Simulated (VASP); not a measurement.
Runs of VASP 6.6.1 on Co. The structure is that of space group P6_3/mmc (No. 194), or close to it. The cells are those of the table. 

| cell | gap on the mesh (eV) | pressure (GPa) | moment (μB) |
| --- | --- | --- | --- |
| a = 2.463, b = 2.463, c = 3.971 Å, angles 90.0, 90.0, 120.0°, 2 atoms | none | 18.8 | (b) |
| a = 2.533, b = 2.533, c = 4.083 Å, angles 90.0, 90.0, 120.0°, 2 atoms | none | -0.3 | 3.19 |
| a = 2.427, b = 2.427, c = 3.913 Å, angles 90.0, 90.0, 120.0°, 2 atoms | none | 32.2 | (a) |
| a = 2.566, b = 2.566, c = 4.137 Å, angles 90.0, 90.0, 120.0°, 2 atoms | none | -6.7 | 3.25 |

Alike in all rows: task single point; level BLYP; potentials or basis VASP PAW PBE potentials, release 64 (Co); spin collinear, ferromagnetic start; k mesh 23 × 23 × 13; cutoff (eV) 520; smearing fermi-dirac 0.05 eV.

Problem. Fill in the values left out.

Solution. (a) 3.04; (b) 3.10.

Caveats: the PAW data sets were made with another functional, which shifts forces and pressure a little; the cell stands under pressure (at least some runs); the cell stands under tension (at least some runs).

A gap of «none» marks levels without a gap at the run's occupations.
